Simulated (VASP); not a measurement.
## Ca: single point with PBEsol

The system is Ca.

```
Ca
1.0
     0.00000    2.72799    2.72799
     2.72799    0.00000    2.72799
     2.72799    2.72799    0.00000
Ca
1
Direct
  0.00000 0.00000 0.00000
```

```json
{
  "Program": "VASP 6.6.1",
  "Task": "single point",
  "Functional": "PBEsol",
  "Potentials or basis": "VASP PAW PBE potentials, release 64 (Ca_sv)",
  "Cutoff": "520 eV",
  "k mesh": "13 × 13 × 13",
  "Occupations": "fermi-dirac, width 0.05 eV",
  "Spin": "no spin polarisation",
  "Dipole correction": "no",
  "k mesh for the DOS": "20 × 20 × 20",
  "Occupations for the DOS": "tetrahedron",
  "Further INCAR settings": "ALGO = Normal; EDIFF = 1e-06; NBANDS = 11"
}
```

```yaml
Valence_electrons_inside_the_program's_atomic_spheres: Ca 8.09
```

Levels at points of the mesh, in eV from the Fermi level:
| k point | band 1 | band 2 | band 3 | band 4 | band 5 | band 6 | band 7 | band 8 | band 9 | band 10 |
| --- | --- | --- | --- | --- | --- | --- | --- | --- | --- | --- |
| (0.00, 0.00, 0.00) | -41.75 | -22.74 | -22.74 | -22.74 | -4.10 | 2.38 | 2.38 | 2.38 | 3.51 | 3.51 |
| (0.50, 0.00, 0.00) | -41.73 | -22.90 | -22.76 | -22.76 | -1.02 | -0.12 | 2.26 | 2.26 | 4.23 | 4.23 |
| (0.50, 0.50, 0.00) | -41.73 | -22.89 | -22.80 | -22.80 | -0.50 | 0.55 | 1.04 | 4.23 | 4.43 | 4.43 |

Run time: 110 s on 1 thread of Intel Xeon 8259CL, on a shared host, peak memory 0.24 GiB.
